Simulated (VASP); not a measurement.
# Sn (I4/mmm) in VASP: notebook

Sn is run at these levels: PBEsol; tasks: single point.

Program: VASP 6.6.1. These are calculated values, not measurements. Logs are shortened: lines on timing, memory, paths and dates and some standing lists are left out, and cuts for length are marked.

## 1. The cell of the first run

It takes space group I4/mmm (No. 139, tetragonal). Conventional cell: a = 3.789 Å, b = 3.789 Å, c = 3.410 Å, α = 90.00°, β = 90.00°, γ = 90.00°. Sn (site symmetry 4/mmm) has 14 Sn at 3.18 to 3.79 Å within 4.2 Å.

## 2. Single point, PBEsol (strain -0.1000 x Voigt [0, 0, 1, 0, 0, 0])

File INCAR:

```
PREC = Accurate
ENCUT = 520
EDIFF = 1E-6
ISMEAR = 0
SIGMA = 0.15
LREAL = False
LASPH = True
NELM = 60
ALGO = Fast
ISIF = 2
LWAVE = False
LCHARG = True
GGA = PS
LELF = True
LVHAR = True
NBANDS = 13
```

File KPOINTS:

```
regular mesh
0
Gamma
  18 18 18
```

File POSCAR:

```
Sn
1.0
   -1.8946518192      1.8946518192      1.7051866373
    1.8946518192     -1.8946518192      1.7051866373
    1.8946518192      1.8946518192     -1.7051866373
Sn
1
Direct
    0.0000000000      0.0000000000      0.0000000000
```

Potentials or basis: VASP PAW PBE potentials, release 64 (Sn_d).

Command:

```sh
$ cat potpaw_PBE.64/Sn_d/POTCAR > POTCAR
$ mpirun -np 1 vasp_std > vasp.out
```

OUTCAR:

```text
PREC = Accurate
   ENCUT = 520
   EDIFF = 1E-6
   ISMEAR = 0
   LREAL = False
   LASPH = True
   NELM = 60
   ISIF = 2
   GGA = PS

 ion  position               nearest neighbor table
   1  0.000  0.000  0.000-

  LATTYP: Found a body centered tetragonal cell.
 ALAT       =     3.7893036384
 C/A-ratio  =     0.9000000000

  Lattice vectors:

 A1 = (  -1.8946518192,   1.8946518192,   1.7051866373)
 A2 = (   1.8946518192,  -1.8946518192,   1.7051866373)
 A3 = (   1.8946518192,   1.8946518192,  -1.7051866373)

Analysis of symmetry for initial positions (statically):
=====================================================================
 Subroutine PRICEL returns:
 Original cell was already a primitive cell.

 Routine SETGRP: Setting up the symmetry group for a
 body centered tetragonal supercell.

 Subroutine GETGRP returns: Found 16 space group operations
 (whereof 16 operations were pure point group operations)
 out of a pool of 16 trial point group operations.

The static configuration has the point symmetry D_4h.

Analysis of symmetry for dynamics (positions and initial velocities):
=====================================================================
 Subroutine PRICEL returns:
 Original cell was already a primitive cell.

 Routine SETGRP: Setting up the symmetry group for a
 body centered tetragonal supercell.

 Subroutine GETGRP returns: Found 16 space group operations
 (whereof 16 operations were pure point group operations)
 out of a pool of 16 trial point group operations.

The dynamic configuration has the point symmetry D_4h.

 Subroutine INISYM returns: Found 16 space group operations
 (whereof 16 operations are pure point group operations),
 and found     1 'primitive' translations

----------------------------------------------------------------------------------------

                                     Primitive cell

  volume of cell :      24.4845

  direct lattice vectors                    reciprocal lattice vectors
    -1.894651819  1.894651819  1.705186637     0.000000000  0.263900731  0.293223034
     1.894651819 -1.894651819  1.705186637     0.263900731  0.000000000  0.293223034
     1.894651819  1.894651819 -1.705186637     0.263900731  0.263900731  0.000000000

  length of vectors
     3.176015192  3.176015192  3.176015192     0.394491247  0.394491247  0.373211993

  position of ions in fractional coordinates (direct lattice)
     0.000000000  0.000000000  0.000000000

  ion indices of the primitive-cell ions
   primitive index   ion index
                 1           1

----------------------------------------------------------------------------------------

 KPOINTS: regular mesh

Automatic generation of k-mesh.
 Grid dimensions read from file:
 generate k-points for:   18   18   18

 Generating k-lattice:

  Cartesian coordinates                     Fractional coordinates (reciprocal lattice)
     0.000000000  0.014661152  0.016290169     0.055555556  0.000000000  0.000000000
     0.014661152  0.000000000  0.016290169     0.000000000  0.055555556  0.000000000
     0.014661152  0.014661152  0.000000000     0.000000000  0.000000000  0.055555556

  Length of vectors
     0.021916180  0.021916180  0.020734000

  Shift w.r.t. Gamma in fractional coordinates (k-lattice)
     0.000000000  0.000000000  0.000000000

 Subroutine IBZKPT returns following result:
 ===========================================

 Found    480 irreducible k-points:

 Following reciprocal coordinates:
            Coordinates               Weight
  0.000000  0.000000  0.000000      1.000000
  0.055556 -0.000000  0.000000      8.000000
  0.111111 -0.000000  0.000000      8.000000
  0.166667  0.000000  0.000000      8.000000
  0.222222 -0.000000  0.000000      8.000000
  0.277778  0.000000  0.000000      8.000000
[... 16 lines left out ...]
 -0.277778  0.055556  0.000000     16.000000
 -0.222222  0.055556 -0.000000     16.000000
 [... further k-points ...]
   k-points           NKPTS =    480   k-points in BZ     NKDIM =    480   number of bands    NBANDS=     13
   number of dos      NEDOS =    301   number of ions     NIONS =      1
   total plane-waves  NPLWV =  13824
   dimension x,y,z NGX =    24 NGY =   24 NGZ =   24
   dimension x,y,z NGXF=    48 NGYF=   48 NGZF=   48
   ions per type =               1
   NGX,Y,Z   is equivalent  to a cutoff of  12.56, 12.56, 12.56 a.u.
   NGXF,Y,Z  is equivalent  to a cutoff of  25.13, 25.13, 25.13 a.u.
 SYSTEM =  unknown system
   PREC   = accura    normal or accurate (medium, high low for compatibility)
   ISTART =      0    job   : 0-new  1-cont  2-samecut
   ICHARG =      2    charge: 1-file 2-atom 10-const
   ISPIN  =      1    spin polarized calculation?
   LNONCOLLINEAR =      F non collinear calculations
   LSORBIT =      F    spin-orbit coupling
   LASPH  =      T    aspherical Exc in radial PAW
   ENCUT  =  520.0 eV  38.22 Ry    6.18 a.u.   5.91  5.91  5.91*2*pi/ulx,y,z
   NELM   =     60;   NELMIN=  2; NELMDL= -5     # of ELM steps
   EDIFF  = 0.1E-05   stopping-criterion for ELM
   LREAL  =      F    real-space projection
   EDIFFG = 0.1E-04   stopping-criterion for IOM
   NSW    =      0    number of steps for IOM
   IBRION =     -1    ionic relax: 0-MD 1-quasi-New 2-CG
   NFREE  =      0    steps in history (QN), initial steepest desc. (CG)
   ISIF   =      2    stress and relaxation
   ISYM   =      2    0-nonsym 1-usesym 2-fastsym
   POTIM  = 0.5000    time-step for ionic-motion
   TEBEG  =    0.0;   TEEND  =   0.0 temperature during run
   PSTRESS=    0.0 pullay stress
   NELECT =      14.0000    total number of electrons
   NUPDOWN=      -1.0000    fix difference up-down
   EMIN   =  10.00;   EMAX   =-10.00  energy-range for DOS
   EFERMI =   0.00;   METHOD = LEGACY
   ISMEAR =     0;   SIGMA  =   0.15  broadening in eV -4-tet -1-fermi 0-gaus
   EFERMI_NEDOS =   21; number of points for ismear=-14 and -15
   IALGO  =     68    algorithm
   IMIX   =      4    mixing-type and parameters
     AMIX     =   0.40;   BMIX     =  1.00
     AMIX_MAG =   1.60;   BMIX_MAG =  1.00
  volume/ion in A,a.u.               =      24.48       165.23
  Fermi-wavevector in a.u.,A,eV,Ry     =   1.358795  2.567750 25.120760  1.846324
  Thomas-Fermi vector in A             =   2.485598
   LORBIT       =      0    0 simple, 1 ext, 2 COOP (PROOUT), +10 PAW based schemes
   GGA     = PS    functional components
   LHFCALC =     F    Hartree Fock is set to
   AEXX    =    0.0000 exact exchange contribution
   IVDW    =     0    specifies the selected vdW correction
   LEPSILON=     F    determine dielectric tensor
   LRPA    =     F    only Hartree local field effects (RPA)
 non-spin polarized calculation
 RMM-DIIS sequential band-by-band and
 Gauss-broadening in eV      SIGMA  =   0.15
  energy-cutoff  :      520.00
  volume of cell :       24.48
 maximum number of plane-waves:       673
   NGX = 11   NGY = 11   NGZ = 11

 number of electron      13.9999996 magnetization

 Free energy of the ion-electron system (eV)
  ---------------------------------------------------
  ext. energy  EPLUGINS =         0.00000000
  ---------------------------------------------------
  free energy    TOTEN  =        -4.21692528 eV

  energy without entropy =       -4.21021987  energy(sigma->0) =       -4.21357257

 E-fermi :   9.2807     XC(G=0): -11.0030

 val. band max:        9.2758484962   @ k =   0.2778   0.2222   0.0000
 cond. band min:       9.2898312377   @ k =   0.2222   0.2222   0.1667
 fundamental gap:      0.0139827415
 Fermi energy:         9.2807138229

 k-point     1 :       0.0000    0.0000    0.0000
  band No.  band energies     occupation
      1     -12.2923      2.00000
      2     -12.2421      2.00000
      3     -12.2421      2.00000
      4     -12.1257      2.00000
      5     -12.0479      2.00000
      6      -2.6533      2.00000
      7      17.6404      0.00000
      8      17.6404      0.00000
      9      18.9214      0.00000
     10      21.3522      0.00000
     11      21.5558      0.00000
     12      21.5558      0.00000
     13      22.6525      0.00000

 k-point     2 :       0.0556   -0.0000    0.0000
  band No.  band energies     occupation
      1     -12.2886      2.00000
      2     -12.2403      2.00000
      3     -12.2392      2.00000
      4     -12.1242      2.00000
      5     -12.0502      2.00000
      6      -2.5768      2.00000
      7      17.3083      0.00000
      8      17.3421      0.00000
      9      18.4189      0.00000
     10      20.9000      0.00000
     11      20.9798      0.00000
     12      21.8840      0.00000
     13      22.2728      0.00000

 k-point     3 :       0.1111   -0.0000    0.0000
  band No.  band energies     occupation
      1     -12.2846      2.00000
      2     -12.2360      2.00000
      3     -12.2238      2.00000
      4     -12.1196      2.00000
      5     -12.0565      2.00000
      6      -2.3466      2.00000
      7      16.2473      0.00000
      8      16.5691      0.00000
      9      17.4228      0.00000
     10      20.0781      0.00000
     11      20.1953      0.00000
     12      22.0235      0.00000
     13      22.8460      0.00000
[... 305 lines left out ...]
 k-point    23 :      -0.2778    0.0556    0.0000
  band No.  band energies     occupation
      1     -12.3010      2.00000
      2     -12.2311      2.00000
      3     -12.1151      2.00000
      4     -12.1008      2.00000
      5     -12.0763      2.00000
      6      -1.0771      2.00000
      7      11.5418      0.00000
      8      13.8441      0.00000
      9      15.5743      0.00000
     10      18.4226      0.00000
     11      19.7224      0.00000
     12      23.1304      0.00000
     13      25.2713      0.00000

 k-point    24 :      -0.2222    0.0556   -0.0000
  band No.  band energies     occupation
      1     -12.2896      2.00000
      2     -12.2317      2.00000
      3     -12.1602      2.00000
      4     -12.1165      2.00000
      5     -12.0681      2.00000
      6      -1.6869      2.00000
      7      13.4188      0.00000
      8      14.6473      0.00000
      9      16.2505      0.00000
     10      18.9642      0.00000
     11      20.2799      0.00000
     12      22.5859      0.00000
     13      24.6928      0.00000

 [... further k-points ...]
[... 5 lines left out ...]
  --------------------------------------------------------------------------------------
  -------------------------------------------------------------------------------------
  Total        0.6876105      0.6876105      0.6750261      0.0000000      0.0000000      0.0000000
  in kB       44.9948044     44.9948044     44.1713268      0.0000000      0.0000000      0.0000000
  external PRESSURE =      44.7203119 kB  Pullay stress =       0.0000000 kB

 VOLUME and BASIS-vectors are now :
 -----------------------------------------------------------------------------
  energy-cutoff  :      520.00
  volume of cell :       24.48
      direct lattice vectors                 reciprocal lattice vectors
    -1.894651819  1.894651819  1.705186637     0.000000000  0.263900731  0.293223034
     1.894651819 -1.894651819  1.705186637     0.263900731  0.000000000  0.293223034
     1.894651819  1.894651819 -1.705186637     0.263900731  0.263900731  0.000000000

 POSITION                                       TOTAL-FORCE (eV/Angst)
 -----------------------------------------------------------------------------------
      0.00000      0.00000      0.00000         0.000000      0.000000      0.000000
 -----------------------------------------------------------------------------------
    total drift:                                0.000000      0.000000      0.000000

  FREE ENERGIE OF THE ION-ELECTRON SYSTEM (eV)
  ---------------------------------------------------
  free  energy   TOTEN  =        -4.2169252810 eV

  energy  without entropy=       -4.2102198666  energy(sigma->0) =       -4.21357257
```

It took 37 s on 1 thread of Intel Xeon 6975P-C (Granite Rapids), shared host; peak memory 0.24 GiB.

Results:

```
Free energy            : -4.2169 eV
Pressure               : 4.5 GPa
Band gap on the k mesh : zero (band 7 reaches 17.64 eV, above the bottom of band 8 at 6.64 eV)
```

Stress tensor (GPa, compression positive):
```
4.50 0.00 0.00
0.00 4.50 0.00
0.00 0.00 4.42
```

Caveat: the cell differs from its parent crystal (strain -0.1000 x Voigt [0, 0, 1, 0, 0, 0]); the PAW data sets were made with another functional, which shifts forces and pressure a little; spin-orbit coupling is left out, which moves the levels of the heavy elements.

## 3. Single point, PBEsol (strain -0.0750 x Voigt [0, 0, 1, 0, 0, 0])

File INCAR:

```
ALGO = Fast
EDIFF = 1E-7
ENCUT = 520
GGA = PS
ISIF = 2
ISMEAR = 0
LASPH = T
LCHARG = F
LREAL = F
LWAVE = F
NBANDS = 13
NELM = 80
PREC = Accurate
SIGMA = 0.15
```

File KPOINTS:

```
k-points
0
Gamma
  18 18 18
```

File POSCAR:

```
Sn
1.0
   -1.8946518192      1.8946518192      1.7525529328
    1.8946518192     -1.8946518192      1.7525529328
    1.8946518192      1.8946518192     -1.7525529328
Sn
1
Direct
    0.0000000000      0.0000000000      0.0000000000
```

Potentials or basis: VASP PAW PBE potentials, release 64 (Sn_d).

Command:

```sh
$ cat potpaw_PBE.64/Sn_d/POTCAR > POTCAR
$ mpirun -np 1 vasp_std > vasp.out
```

Run time: 39 s. Hardware: 1 thread of Intel Xeon 6975P-C (Granite Rapids), shared host; peak memory 0.25 GiB.

The run converged. Its results:

```yaml
Free_energy: -4.2307 eV
Pressure: 2.4 GPa
Band_gap_on_the_k_mesh: zero (band 7 reaches 17.24 eV, above the bottom of band 8 at 6.29 eV)
```

Stress tensor (GPa, compression positive):
```
2.63 0.00 0.00
0.00 2.63 0.00
0.00 0.00 2.03
```

Levels at points of the mesh, in eV from the Fermi level:
```tsv
k point	band 5	band 6	band 7	band 8	band 9	band 10
(0.00, 0.00, 0.00)	-21.32	-11.71	8.32	8.32	9.13	12.14
(0.50, 0.00, 0.00)	-21.23	-6.31	-4.77	3.54	5.20	8.01
(0.50, 0.50, 0.00)	-21.25	-6.91	-5.00	4.63	6.67	9.30
(0.50, 0.50, 0.50)	-21.25	-2.25	-1.09	-1.09	0.53	3.43
```

Caveat: the cell differs from its parent crystal (strain -0.0750 x Voigt [0, 0, 1, 0, 0, 0]); the PAW data sets were made with another functional, which shifts forces and pressure a little; spin-orbit coupling is left out, which moves the levels of the heavy elements.

## 4. Single point, PBEsol (strain +0.0750 x Voigt [0, 0, 1, 0, 0, 0])

File INCAR:

```
SYSTEM = Sn
  PREC = Accurate
  ENCUT = 520
  EDIFF = 1E-6
  ISMEAR = 0
  SIGMA = 0.15
  LREAL = .FALSE.
  LASPH = .TRUE.
  NELM = 100
  ALGO = Fast
  ISIF = 2
  LWAVE = .FALSE.
  LCHARG = .FALSE.
  GGA = PS
  NBANDS = 13
```

File KPOINTS:

```
regular mesh
0
G
  18 18 18
  0 0 0
```

File POSCAR:

```
Sn
1.0
   -1.8946518192      1.8946518192      2.0367507056
    1.8946518192     -1.8946518192      2.0367507056
    1.8946518192      1.8946518192     -2.0367507056
Sn
1
Direct
    0.0000000000      0.0000000000      0.0000000000
```

Command:

```sh
$ cat potpaw_PBE.64/Sn_d/POTCAR > POTCAR
$ mpirun -np 1 vasp_std > vasp.out
```

Run time: 81 s. Hardware: 1 thread of Intel Xeon 6975P-C (Granite Rapids), shared host; peak memory 0.28 GiB.

It converged, with:

```yaml
Free_energy: -4.1869 eV
Pressure: -4.7 GPa
Band_gap_on_the_k_mesh: zero (band 7 reaches 14.18 eV, above the bottom of band 8 at 4.90 eV)
```

Stress tensor (GPa, compression positive):
```
-4.93  0.00  0.00
 0.00 -4.93  0.00
 0.00  0.00 -4.31
```

Levels at points of the mesh, in eV from the Fermi level:
| k point | band 3 | band 4 | band 5 | band 6 | band 7 | band 8 | band 9 | band 10 | band 11 | band 12 |
| --- | --- | --- | --- | --- | --- | --- | --- | --- | --- | --- |
| (0.00, 0.00, 0.00) | -21.42 | -21.34 | -21.31 | -10.61 | 7.09 | 7.33 | 7.33 | 11.41 | 11.82 | 11.82 |
| (0.50, 0.00, 0.00) | -21.34 | -21.32 | -21.26 | -6.50 | -4.14 | 3.64 | 5.51 | 7.90 | 8.40 | 13.07 |
| (0.50, 0.50, 0.00) | -21.32 | -21.31 | -21.25 | -6.09 | -3.95 | 2.86 | 4.39 | 6.90 | 7.32 | 15.59 |
| (0.50, 0.50, 0.50) | -21.28 | -21.27 | -21.27 | -3.04 | -1.20 | 0.02 | 0.02 | 3.69 | 4.17 | 17.89 |

Caveat: the cell differs from its parent crystal (strain +0.0750 x Voigt [0, 0, 1, 0, 0, 0]); the PAW data sets were made with another functional, which shifts forces and pressure a little; spin-orbit coupling is left out, which moves the levels of the heavy elements.

(Part 1 of 2 ends here.)
